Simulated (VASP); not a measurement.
**In: single point with PBE**

Crystal: In.

```
CELL_PARAMETERS angstrom
-1.62615 1.62615 2.49869
1.62615 -1.62615 2.49869
1.62615 1.62615 -2.49869
ATOMIC_POSITIONS crystal
In 0.00000 0.00000 0.00000
```

This cell differs from its parent crystal: zz strain of +1 %.

```json
{
  "Program": "VASP 6.6.1",
  "Task": "single point",
  "Functional": "PBE",
  "Potentials or basis": "VASP PAW PBE potentials, release 64 (In_d)",
  "Cutoff": "520 eV",
  "k mesh": "12 × 12 × 14",
  "Occupations": "fermi-dirac, width 0.05 eV",
  "Spin": "no spin polarisation"
}
```

* Pressure: 1.6 GPa

Stress tensor (GPa, compression positive):
```
 1.51 -0.23  0.11
-0.23  1.51  0.11
 0.11  0.11  1.63
```

Levels at points of the mesh, in eV from the Fermi level:
```tsv
k point	band 4	band 5	band 6	band 7	band 8	band 9
(0.00, 0.00, 0.00)	-14.51	-14.39	-9.46	10.46	10.46	10.64
(0.50, 0.00, 0.00)	-14.32	-14.28	-4.28	-3.31	7.36	9.19
(0.00, 0.50, 0.00)	-14.32	-14.28	-4.28	-3.31	7.36	9.19
(0.50, 0.50, 0.00)	-14.30	-14.20	-1.88	-1.60	3.45	3.94
(0.00, 0.00, 0.50)	-14.30	-14.20	-1.88	-1.60	3.45	3.94
(0.50, 0.00, 0.50)	-14.32	-14.28	-4.28	-3.31	7.36	9.19
(0.00, 0.50, 0.50)	-14.32	-14.28	-4.28	-3.31	7.36	9.19
(0.50, 0.50, 0.50)	-14.27	-14.27	-3.03	-2.67	4.81	4.81
```

Wall time 4 min on 1 thread of Oxide Virtual Turin-like Processor, on a shared host, peak memory 0.37 GiB.

Caveat: the cell differs from its parent crystal (zz strain of +1 %); spin-orbit coupling is left out, which moves the levels of the heavy elements.
